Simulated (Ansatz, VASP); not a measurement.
One calculation of S, two programs

INCAR

```
PREC = Accurate ; ENCUT = 520
EDIFF = 1E-6 ; ISMEAR = 0
SIGMA = 0.15 ; LREAL = False
LASPH = True ; NELM = 100
ALGO = Normal ; ISIF = 2
LWAVE = False ; LCHARG = False
GGA = CA ; NBANDS = 9
```

The input KPOINTS:

```
regular mesh
0
Gamma
  20 20 20
```

Contents of POSCAR:

```
S
1.0
    0.0000000000      2.0541808543      1.9345198337
    2.0541808543      0.0000000000      1.9345198337
    2.0541808543      2.0541808543      0.0000000000
S
1
Direct
    0.0000000000      0.0000000000      0.0000000000
```

Input for Ansatz:

```yaml
crystal:
  lattice:
    - [0.0, 2.0541808543, 1.9345198337]
    - [2.0541808543, 0.0, 1.9345198337]
    - [2.0541808543, 2.0541808543, 0.0]
  atoms:
    - { symbol: S, position: [0.0, 0.0, 0.0] }
basis:
  ecutwfc: 420
kpoints:
  mp_grid: { grid: [20, 20, 20] }
hamiltonian:
  xc: lda
scf:
  occupations: { method: gaussian, width: 0.15 }
output:
  forces: true
  stress: true
  eigenvalues: true
```

Change from the starting cell: strain +0.030 along x and y, -0.030 along z, atoms carried along.

Alike in both runs: task single point; functional LDA; k mesh 20 × 20 × 20; occupations gaussian, width 0.15 eV; no spin polarisation.

|  | VASP | Ansatz |
| --- | --- | --- |
| version | VASP 6.6.1 | Ansatz 0.2.0 |
| potentials or method | VASP PAW LDA potentials, release 64 (S), cutoff 520 eV | scalar-relativistic, plane waves, PAW |
| valence electrons in the cell | 6 | 6 |

Ansatz gave:

- gap on the k mesh at the Fermi level (eV): none
- pressure (GPa): -8.5
- traceless stress, the component that is largest in VASP (GPa): -2.92

Problem. Which values does VASP return?

Solution. gap on the k mesh at the Fermi level (eV): none; pressure (GPa): -8.5; traceless stress, the component that is largest in VASP (GPa): -2.91.

LDA's correlation is that of Perdew and Zunger in VASP and of Perdew and Wang (1992) in Ansatz. A gap of «none» marks a metal or a gap that the smearing closes.
